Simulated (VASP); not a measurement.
**Be: single point with RPBE**

Crystal: Be.

```
CELL_PARAMETERS angstrom
3.50064 0.00000 0.00000
-1.75032 3.03164 0.00000
0.00000 0.00000 2.15574
ATOMIC_POSITIONS crystal
Be 0.00000 0.00000 0.00000
Be 0.33333 0.66667 0.50000
Be 0.66667 0.33333 0.50000
```

This cell differs from its parent crystal: volume scaled by 0.92.

| Item | Value |
| --- | --- |
| Program | VASP 6.6.1 |
| Task | single point |
| Functional | RPBE |
| Potentials or basis | VASP PAW PBE potentials, release 64 (Be) |
| Cutoff | 520 eV |
| k mesh | 11 × 11 × 16 |
| Occupations | fermi-dirac, width 0.1 eV |
| Spin | no spin polarisation |
| Dipole correction | no |
| Further INCAR settings | ALGO = Normal; EDIFF = 1e-06; NBANDS = 10 |

| Quantity | Value |
| --- | --- |
| Pressure | 10.6 GPa |
| Band gap on the k mesh | zero (band 3 reaches 12.01 eV, above the bottom of band 4 at 7.02 eV) |

Stress tensor (GPa, compression positive):
```
11.43  0.00  0.00
 0.00 11.43  0.00
 0.00  0.00  9.08
```

Levels at points of the mesh, in eV from the Fermi level:
```tsv
k point	band 1	band 2	band 3	band 4	band 5	band 6	band 7
(0.00, 0.00, 0.00)	-12.29	-1.31	-1.31	-1.08	-1.08	5.81	6.09
(0.00, 0.00, 0.50)	-6.79	-5.87	3.90	3.90	4.55	6.15	6.15
```

Wall time 12 s on 1 thread of Intel(R) Xeon(R) 6975P-C (Granite Rapids) (shared host), peak memory 0.14 GiB.

Caveat: the PAW data sets were made with another functional, which shifts forces and pressure a little.
